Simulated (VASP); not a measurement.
Input of a VASP 6.6.1 run:

The input INCAR:

```
ALGO = Normal
DIPOL = 0.5 0.5 0.304
EDIFF = 1E-6
ENCUT = 520
GGA = PE
IDIPOL = 3
ISIF = 2
ISMEAR = 0
LASPH = T
LCHARG = F
LDIPOL = T
LREAL = F
LWAVE = F
NBANDS = 99
NELM = 60
PREC = Accurate
SIGMA = 0.1
```

Contents of KPOINTS:

```
k-points
0
Gamma
  5 5 1
```

Contents of POSCAR:

```
W12O
1.0
    5.5140853207      0.0000000000      0.0000000000
   -1.8380284402      5.1987294965      0.0000000000
    0.0000000000      0.0000000000     21.3560050645
W O
12 1
Direct
    0.2500000000      0.2500000000      0.1873009483
    0.2500000000      0.7500000000      0.1873009483
    0.7500000000      0.2500000000      0.1873009483
    0.7500000000      0.7500000000      0.1873009483
    0.0000000000      0.0000000000      0.2892877541
    0.0000000000      0.5000000000      0.2892877541
    0.5000000000      0.0000000000      0.2892877541
    0.5000000000      0.5000000000      0.2892877541
    0.2500000000      0.2500000000      0.3912719181
    0.2500000000      0.7500000000      0.3912719181
    0.7500000000      0.2500000000      0.3912719181
    0.7500000000      0.7500000000      0.3912719181
    0.2500000000      0.2500000000      0.4858588970
```

Potentials or basis: VASP PAW PBE potentials, release 64 (W_sv, O).

Run with:

```sh
$ cat potpaw_PBE.64/W_sv/POTCAR potpaw_PBE.64/O/POTCAR > POTCAR
$ mpirun -np 1 vasp_std > vasp.out
```

(1) Estimate the band gap on the k mesh.

(2) Predict the largest force.

Answers

(1) zero (bands 87 and 88 overlap by 1.25 eV).

(2) 7.026 eV/Å.

Caveat: spin-orbit coupling is left out, which moves the levels of the heavy elements.
